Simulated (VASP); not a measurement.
# Sn (Fd-3m) in VASP: further runs

The runs below take Sn through single point, relaxation of cell and atoms, with LDA.

All numbers are computed with VASP 6.6.1; they aren't measurements. Logs are shortened: lines on timing, memory, paths and dates and some standing lists are left out, and cuts for length are marked.

## Step 1: The cell of the first run

The structure is cubic, space group Fd-3m (No. 227). Conventional cell: a = 6.473 Å, b = 6.473 Å, c = 6.473 Å, α = 90.00°, β = 90.00°, γ = 90.00°. Sn (site symmetry -43m) has 4 Sn at 2.80 Å within 3.7 Å.

This isn't the form of Sn at room conditions, which is tetragonal (white tin).

## Step 2: Single point, LDA

INCAR reads:

```
PREC = Accurate ; ENCUT = 520
EDIFF = 1E-6 ; ISMEAR = 0
SIGMA = 0.05 ; LREAL = False
LASPH = True ; NELM = 60
ALGO = Fast ; ISIF = 2
LWAVE = False ; LCHARG = False
NBANDS = 21
```

KPOINTS reads:

```
Automatic mesh
0
Gamma
  10 10 10
```

POSCAR reads:

```
Sn
1.0
    0.0000000000      3.2366350587      3.2366350587
    3.2366350587      0.0000000000      3.2366350587
    3.2366350587      3.2366350587      0.0000000000
Sn
2
Direct
    0.0000000000      0.0000000000      0.0000000000
    0.2500000000      0.2500000000      0.2500000000
```

Potentials or basis: VASP PAW LDA potentials, release 64 (Sn_d).

The run is started by

```sh
$ cat potpaw_LDA.64/Sn_d/POTCAR > POTCAR
$ mpirun -np 1 vasp_std > vasp.out
```

OUTCAR:

```text
PREC = Accurate
   ENCUT = 520
   EDIFF = 1E-6
   ISMEAR = 0
   LREAL = False
   LASPH = True
   NELM = 60
   ISIF = 2

 ion  position               nearest neighbor table
   1  0.000  0.000  0.000-   2 2.80   2 2.80   2 2.80   2 2.80
   2  0.250  0.250  0.250-   1 2.80   1 2.80   1 2.80   1 2.80

  LATTYP: Found a face centered cubic cell.
 ALAT       =     6.4732701174

  Lattice vectors:

 A1 = (   0.0000000000,   3.2366350587,   3.2366350587)
 A2 = (   3.2366350587,   0.0000000000,   3.2366350587)
 A3 = (   3.2366350587,   3.2366350587,   0.0000000000)

Analysis of symmetry for initial positions (statically):
=====================================================================
 Subroutine PRICEL returns:
 Original cell was already a primitive cell.

 Routine SETGRP: Setting up the symmetry group for a
 face centered cubic supercell.

 Subroutine GETGRP returns: Found 48 space group operations
 (whereof 24 operations were pure point group operations)
 out of a pool of 48 trial point group operations.

The static configuration has the point symmetry T_d .
 The point group associated with its full space group is O_h .

Analysis of symmetry for dynamics (positions and initial velocities):
=====================================================================
 Subroutine PRICEL returns:
 Original cell was already a primitive cell.

 Routine SETGRP: Setting up the symmetry group for a
 face centered cubic supercell.

 Subroutine GETGRP returns: Found 48 space group operations
 (whereof 24 operations were pure point group operations)
 out of a pool of 48 trial point group operations.

The dynamic configuration has the point symmetry T_d .
 The point group associated with its full space group is O_h .

 Subroutine INISYM returns: Found 48 space group operations
 (whereof 24 operations are pure point group operations),
 and found     1 'primitive' translations

----------------------------------------------------------------------------------------

                                     Primitive cell

  volume of cell :      67.8127

  direct lattice vectors                    reciprocal lattice vectors
     0.000000000  3.236635059  3.236635059    -0.154481426  0.154481426  0.154481426
     3.236635059  0.000000000  3.236635059     0.154481426 -0.154481426  0.154481426
     3.236635059  3.236635059  0.000000000     0.154481426  0.154481426 -0.154481426

  length of vectors
     4.577293196  4.577293196  4.577293196     0.267569679  0.267569679  0.267569679

  position of ions in fractional coordinates (direct lattice)
     0.000000000  0.000000000  0.000000000
     0.250000000  0.250000000  0.250000000

  ion indices of the primitive-cell ions
   primitive index   ion index
                 1           1
                 2           2

----------------------------------------------------------------------------------------

 KPOINTS: Automatic mesh

Automatic generation of k-mesh.
 Grid dimensions read from file:
 generate k-points for:   10   10   10

 Generating k-lattice:

  Cartesian coordinates                     Fractional coordinates (reciprocal lattice)
    -0.015448143  0.015448143  0.015448143     0.100000000  0.000000000  0.000000000
     0.015448143 -0.015448143  0.015448143     0.000000000  0.100000000  0.000000000
     0.015448143  0.015448143 -0.015448143     0.000000000  0.000000000  0.100000000

  Length of vectors
     0.026756968  0.026756968  0.026756968

  Shift w.r.t. Gamma in fractional coordinates (k-lattice)
     0.000000000  0.000000000  0.000000000

 Subroutine IBZKPT returns following result:
 ===========================================

 Found     47 irreducible k-points:

 Following reciprocal coordinates:
            Coordinates               Weight
  0.000000  0.000000  0.000000      1.000000
  0.100000  0.000000  0.000000      8.000000
  0.200000  0.000000  0.000000      8.000000
  0.300000  0.000000  0.000000      8.000000
  0.400000  0.000000  0.000000      8.000000
  0.500000  0.000000  0.000000      4.000000
[... 16 lines left out ...]
  0.300000  0.300000  0.000000      6.000000
  0.400000  0.300000  0.000000     24.000000
 [... further k-points ...]
   k-points           NKPTS =     47   k-points in BZ     NKDIM =     47   number of bands    NBANDS=     21
   number of dos      NEDOS =    301   number of ions     NIONS =      2
   total plane-waves  NPLWV =  46656
   dimension x,y,z NGX =    36 NGY =   36 NGZ =   36
   dimension x,y,z NGXF=    72 NGYF=   72 NGZF=   72
   ions per type =               2
   NGX,Y,Z   is equivalent  to a cutoff of  13.08, 13.08, 13.08 a.u.
   NGXF,Y,Z  is equivalent  to a cutoff of  26.15, 26.15, 26.15 a.u.
 SYSTEM =  unknown system
   PREC   = accura    normal or accurate (medium, high low for compatibility)
   ISTART =      0    job   : 0-new  1-cont  2-samecut
   ICHARG =      2    charge: 1-file 2-atom 10-const
   ISPIN  =      1    spin polarized calculation?
   LNONCOLLINEAR =      F non collinear calculations
   LSORBIT =      F    spin-orbit coupling
   LASPH  =      T    aspherical Exc in radial PAW
   ENCUT  =  520.0 eV  38.22 Ry    6.18 a.u.   8.51  8.51  8.51*2*pi/ulx,y,z
   NELM   =     60;   NELMIN=  2; NELMDL= -5     # of ELM steps
   EDIFF  = 0.1E-05   stopping-criterion for ELM
   LREAL  =      F    real-space projection
   EDIFFG = 0.1E-04   stopping-criterion for IOM
   NSW    =      0    number of steps for IOM
   IBRION =     -1    ionic relax: 0-MD 1-quasi-New 2-CG
   NFREE  =      0    steps in history (QN), initial steepest desc. (CG)
   ISIF   =      2    stress and relaxation
   ISYM   =      2    0-nonsym 1-usesym 2-fastsym
   POTIM  = 0.5000    time-step for ionic-motion
   TEBEG  =    0.0;   TEEND  =   0.0 temperature during run
   PSTRESS=    0.0 pullay stress
   NELECT =      28.0000    total number of electrons
   NUPDOWN=      -1.0000    fix difference up-down
   EMIN   =  10.00;   EMAX   =-10.00  energy-range for DOS
   EFERMI =   0.00;   METHOD = LEGACY
   ISMEAR =     0;   SIGMA  =   0.05  broadening in eV -4-tet -1-fermi 0-gaus
   EFERMI_NEDOS =   21; number of points for ismear=-14 and -15
   IALGO  =     68    algorithm
   IMIX   =      4    mixing-type and parameters
     AMIX     =   0.40;   BMIX     =  1.00
     AMIX_MAG =   1.60;   BMIX_MAG =  1.00
  volume/ion in A,a.u.               =      33.91       228.81
  Fermi-wavevector in a.u.,A,eV,Ry     =   1.219056  2.303682 20.219596  1.486098
  Thomas-Fermi vector in A             =   2.354322
   LORBIT       =      0    0 simple, 1 ext, 2 COOP (PROOUT), +10 PAW based schemes
   GGA     = CA    functional components
   LHFCALC =     F    Hartree Fock is set to
   AEXX    =    0.0000 exact exchange contribution
   IVDW    =     0    specifies the selected vdW correction
   LEPSILON=     F    determine dielectric tensor
   LRPA    =     F    only Hartree local field effects (RPA)
 non-spin polarized calculation
 RMM-DIIS sequential band-by-band and
 Gauss-broadening in eV      SIGMA  =   0.05
  energy-cutoff  :      520.00
  volume of cell :       67.81
 maximum number of plane-waves:      1850
 NGX is ok and might be reduce to    36
   NGX = 17   NGY = 17   NGZ = 17

 number of electron      28.0000006 magnetization

 Free energy of the ion-electron system (eV)
  ---------------------------------------------------
  ext. energy  EPLUGINS =         0.00000000
  ---------------------------------------------------
  free energy    TOTEN  =        -8.93988907 eV

  energy without entropy =       -8.93943713  energy(sigma->0) =       -8.93966310

 E-fermi :   5.3829     XC(G=0):  -9.2264

 val. band max:        5.3612844129   @ k =   0.5000   0.0000   0.0000
 cond. band min:       5.4249643643   @ k =   0.4000   0.0000   0.0000
 fundamental gap:      0.0636799514
 Fermi energy:         5.3829381339

 k-point     1 :       0.0000    0.0000    0.0000
  band No.  band energies     occupation
      1     -16.1810      2.00000
      2     -16.1810      2.00000
      3     -16.1810      2.00000
      4     -16.1184      2.00000
      5     -16.1184      2.00000
      6     -15.7999      2.00000
[... 13 lines left out ...]
     20      13.5096      0.00000
     21      13.5166      0.00000

 k-point     2 :       0.1000    0.0000    0.0000
  band No.  band energies     occupation
      1     -16.1887      2.00000
      2     -16.1887      2.00000
      3     -16.1785      2.00000
      4     -16.1076      2.00000
      5     -16.1076      2.00000
      6     -15.8168      2.00000
[... 13 lines left out ...]
     20      12.7196      0.00000
     21      12.7197      0.00000

 k-point     3 :       0.2000    0.0000    0.0000
  band No.  band energies     occupation
      1     -16.2018      2.00000
      2     -16.2018      2.00000
      3     -16.1718      2.00000
      4     -16.0871      2.00000
      5     -16.0871      2.00000
      6     -15.8364      2.00000
[... 13 lines left out ...]
     20      12.3121      0.00000
     21      12.3121      0.00000

 k-point     4 :       0.3000    0.0000    0.0000
  band No.  band energies     occupation
      1     -16.2115      2.00000
      2     -16.2115      2.00000
      3     -16.1633      2.00000
      4     -16.0694      2.00000
      5     -16.0694      2.00000
      6     -15.8509      2.00000
[... 13 lines left out ...]
     20      12.5665      0.00000
     21      12.5665      0.00000

 k-point     5 :       0.4000    0.0000    0.0000
  band No.  band energies     occupation
      1     -16.2167      2.00000
      2     -16.2167      2.00000
      3     -16.1561      2.00000
      4     -16.0590      2.00000
      5     -16.0590      2.00000
      6     -15.8584      2.00000
[... 13 lines left out ...]
     20      13.4306      0.00000
     21      13.4306      0.00000
[... 382 lines left out ...]
     20      12.9068      0.00000
     21      14.3593      0.00000

 k-point    22 :      -0.2000    0.2000    0.0000
  band No.  band energies     occupation
      1     -16.2249      2.00000
      2     -16.2233      2.00000
      3     -16.1397      2.00000
      4     -16.0706      2.00000
      5     -16.0386      2.00000
      6     -15.8865      2.00000
[... 13 lines left out ...]
     20      13.1534      0.00000
     21      13.7388      0.00000

 k-point    23 :       0.3000    0.3000    0.0000
  band No.  band energies     occupation
      1     -16.2173      2.00000
      2     -16.2173      2.00000
      3     -16.1748      2.00000
      4     -16.0492      2.00000
      5     -15.9895      2.00000
      6     -15.9669      2.00000
[... 13 lines left out ...]
     20      14.2021      0.00000
     21      14.5066      0.00000

 k-point    24 :       0.4000    0.3000    0.0000
  band No.  band energies     occupation
      1     -16.2316      2.00000
      2     -16.2244      2.00000
      3     -16.1506      2.00000
      4     -16.0270      2.00000
      5     -15.9935      2.00000
      6     -15.9638      2.00000
[... 13 lines left out ...]
     20      14.6603      0.00000
     21      14.9539      0.00000

 [... further k-points ...]
[... 5 lines left out ...]
  --------------------------------------------------------------------------------------
  -------------------------------------------------------------------------------------
  Total       -0.0107464     -0.0107464     -0.0107464      0.0000000      0.0000000      0.0000000
  in kB       -0.2539002     -0.2539002     -0.2539002      0.0000000      0.0000000      0.0000000
  external PRESSURE =      -0.2539002 kB  Pullay stress =       0.0000000 kB

 VOLUME and BASIS-vectors are now :
 -----------------------------------------------------------------------------
  energy-cutoff  :      520.00
  volume of cell :       67.81
      direct lattice vectors                 reciprocal lattice vectors
     0.000000000  3.236635059  3.236635059    -0.154481426  0.154481426  0.154481426
     3.236635059  0.000000000  3.236635059     0.154481426 -0.154481426  0.154481426
     3.236635059  3.236635059  0.000000000     0.154481426  0.154481426 -0.154481426

 POSITION                                       TOTAL-FORCE (eV/Angst)
 -----------------------------------------------------------------------------------
      0.00000      0.00000      0.00000        -0.000000     -0.000000      0.000000
      1.61832      1.61832      1.61832         0.000000      0.000000     -0.000000
 -----------------------------------------------------------------------------------
    total drift:                                0.000000      0.000000      0.000000

  FREE ENERGIE OF THE ION-ELECTRON SYSTEM (eV)
  ---------------------------------------------------
  free  energy   TOTEN  =        -8.9398890713 eV

  energy  without entropy=       -8.9394371279  energy(sigma->0) =       -8.93966310
```

Run time: 34 s. Hardware: 1 thread of Intel Xeon Platinum 8559C (Emerald Rapids), shared host; peak memory 0.19 GiB.

Results:

| Quantity | Value |
| --- | --- |
| Free energy | -8.9399 eV |
| Pressure | 0.0 GPa |
| Band gap on the k mesh | zero (bands 14 and 15 overlap by 0.17 eV) |

Levels at points of the mesh, in eV from the Fermi level:
```
           k point  band 10  band 11  band 12  band 13  band 14  band 15  band 16  band 17  band 18  band 19
(0.00, 0.00, 0.00)   -21.17   -10.63    -0.68     0.15     0.15     0.15     2.21     2.21     2.21     4.93
(0.50, 0.00, 0.00)   -21.12    -9.00    -6.30    -1.06    -1.06    -0.02     3.29     3.29     5.59     8.49
(0.50, 0.50, 0.00)   -21.10    -7.52    -7.52    -2.42    -2.42     0.82     0.82     7.76     7.76     9.31
```

Caveat: spin-orbit coupling is left out, which moves the levels of the heavy elements.

## Step 3: Relaxation of cell and atoms, LDA

This run uses another cell than the first one, of 34.01 Å³/atom.

INCAR reads:

```
PREC = Accurate
ENCUT = 600
EDIFF = 1E-6
ISMEAR = 0
SIGMA = 0.05
LREAL = False
LASPH = True
NELM = 80
ALGO = Fast
ISIF = 3
LWAVE = False
LCHARG = False
IBRION = 2
NSW = 80
EDIFFG = -0.003
```

KPOINTS is that of step 2.

POSCAR reads:

```
Sn
1.0
    0.0000000000      3.2400000000      3.2400000000
    3.2400000000      0.0000000000      3.2400000000
    3.2400000000      3.2400000000      0.0000000000
Sn
2
Direct
    0.0000000000      0.0000000000      0.0000000000
    0.2500000000      0.2500000000      0.2500000000
```

Potentials or basis: VASP PAW LDA potentials, release 64 (Sn_d).

The run is started by

```sh
$ cat potpaw_LDA.64/Sn_d/POTCAR > POTCAR
$ mpirun -np 1 vasp_std > vasp.out
```

Wall time 2.3 min (1 thread of Intel Xeon Platinum 8559C (Emerald Rapids), shared host); peak memory 0.22 GiB.

The run converged. Its results:

| Property | Result |
| --- | --- |
| Free energy | -8.9401 eV |
| Relaxed volume | 33.92 Å³/atom |
| Relaxed cell | a = 4.578 Å, b = 4.578 Å, c = 4.578 Å, α = 60.00°, β = 60.00°, γ = 60.00° |
| Space group after relaxing (to 0.1 Å) | Fd-3m (No. 227) |
| Energy gained by relaxing | 0.0 meV/atom |
| Ionic steps | 5 |
| Pressure after relaxing | 0.0 GPa |
| Band gap on the k mesh | zero (bands 14 and 15 overlap by 0.17 eV) |

Final structure:
```yaml
crystal:
  lattice:
    - [0.00000, 3.23711, 3.23711]
    - [3.23711, 0.00000, 3.23711]
    - [3.23711, 3.23711, 0.00000]
  atoms:
    - { symbol: Sn, position: [0.00000, 0.00000, 0.00000] }
    - { symbol: Sn, position: [0.25000, 0.25000, 0.25000] }
```

Levels at points of the mesh, in eV from the Fermi level:
| k point | band 11 | band 12 | band 13 | band 14 | band 15 | band 16 | band 17 | band 18 |
| --- | --- | --- | --- | --- | --- | --- | --- | --- |
| (0.00, 0.00, 0.00) | -10.63 | -0.68 | 0.15 | 0.15 | 0.15 | 2.21 | 2.21 | 2.21 |
| (0.50, 0.00, 0.00) | -8.99 | -6.30 | -1.06 | -1.06 | -0.02 | 3.29 | 3.29 | 5.59 |
| (0.50, 0.50, 0.00) | -7.52 | -7.52 | -2.42 | -2.42 | 0.82 | 0.82 | 7.76 | 7.76 |

Caveat: spin-orbit coupling is left out, which moves the levels of the heavy elements.
